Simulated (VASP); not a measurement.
Write the native input for VASP 6.6.1 that does the following.

```yaml
Task: single point
Functional: PBE
Potentials_or_basis: VASP PAW PBE potentials, release 64 (Cd, Cl)
Cutoff: 520 eV
k_mesh: 3 × 3 × 3
Occupations: gaussian, width 0.2 eV
Spin: no spin polarisation
Dipole_correction: no
Further_INCAR_settings: ALGO = Normal; EDIFF = 1e-06; NBANDS = 61
```

The structure of Cd3Cl2 lies in POSCAR:

```
Cd3Cl2
1.0
    0.0000000000      5.4123277056      5.4123277056
    5.4123277056      0.0000000000      5.4123277056
    5.4123277056      5.4123277056      0.0000000000
Cd Cl
6 4
Direct
    0.4470516478      1.0529483522      1.0529483522
    1.0529483522      0.4470516478      0.4470516478
    1.0529483522      0.4470516478      1.0529483522
    0.4470516478      1.0529483522      0.4470516478
    1.0529483522      1.0529483522      0.4470516478
    0.4470516478      0.4470516478      1.0529483522
    0.8742826369      0.8742826369      0.8742826369
    0.8742826369      0.8742826369      0.3771520893
    0.8742826369      0.3771520893      0.8742826369
    0.3771520893      0.8742826369      0.8742826369
```

The cell was built from a structure type or drawn by symmetry, and may not be a known phase.

These files were run (other wordings do the same):

INCAR

```
PREC = Accurate
ENCUT = 520
EDIFF = 1E-6
ISMEAR = 0
SIGMA = 0.2
LREAL = F
LASPH = T
NELM = 100
ALGO = Normal
ISIF = 2
LWAVE = F
LCHARG = F
GGA = PE
NBANDS = 61
```

KPOINTS

```
Automatic mesh
0
Gamma
  3 3 3
```

Potentials or basis: VASP PAW PBE potentials, release 64 (Cd, Cl).

Command:

```console
$ cat potpaw_PBE.64/Cd/POTCAR potpaw_PBE.64/Cl/POTCAR > POTCAR
$ mpirun -np 1 vasp_std > vasp.out
```

Results of the run:

| Property | Result |
| --- | --- |
| Pressure | 0.2 GPa |
| Largest force | 0.073 eV/Å |
| Band gap on the k mesh | 1.67 eV (least direct gap 1.89 eV) |

Caveat: an odd mesh through Γ misses points on the zone boundary, where band edges can lie.

Run time: 2.5 min on 1 thread of Intel(R) Xeon(R) Platinum 8488C (Sapphire Rapids) (shared host), peak memory 0.5 GiB.
